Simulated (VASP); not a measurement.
Input of a VASP 6.6.1 run:

INCAR

```
SYSTEM = Sc3Te
ALGO     = Normal         ! electronic algorithm
EDIFF    = 1E-6           ! SCF threshold, eV
ENCUT    = 500            ! plane-wave cutoff, eV
GGA      = PE             ! functional
GGA_COMPAT= .FALSE.      
ISIF     = 2              ! what is computed and relaxed
ISMEAR   = -1             ! smearing method
LASPH    = .TRUE.         ! aspherical terms in the spheres
LCHARG   = .TRUE.         ! write CHGCAR
LELF     = .TRUE.         ! ELF
LREAL    = .FALSE.        ! projectors in reciprocal space
LVHAR    = .TRUE.       
LWAVE    = .FALSE.        ! write WAVECAR
NBANDS   = 28             ! bands
NELM     = 120            ! most SCF steps
PREC     = Accurate       ! precision mode
SIGMA    = 0.05           ! smearing width, eV
```

Contents of KPOINTS:

```
k-points
0
G
  7 7 7
  0 0 0
```

POSCAR

```
Sc3Te
1.0
    0.0000000000      3.5931397618      3.5931397618
    3.5931397618      0.0000000000      3.5931397618
    3.5931397618      3.5931397618      0.0000000000
Sc Te
3 1
Direct
    0.2500000000      0.2500000000      0.2500000000
    0.7500000000      0.7500000000      0.7500000000
    0.5000000000      0.5000000000      0.5000000000
    0.0000000000      0.0000000000      0.0000000000
```

Potentials or basis: VASP PAW PBE potentials, release 64 (Sc_sv, Te).

The run is started by

```console
$ cat potpaw_PBE.64/Sc_sv/POTCAR potpaw_PBE.64/Te/POTCAR > POTCAR
$ mpirun -np 1 vasp_std > vasp.out
```

Q: Predict the pressure.

A: -0.8 GPa.

Q: Predict the band gap on the k mesh.

A: Zero (an odd number of electrons rules out a gap without spin polarisation).

Caveat: spin-orbit coupling is left out, which moves the levels of the heavy elements.
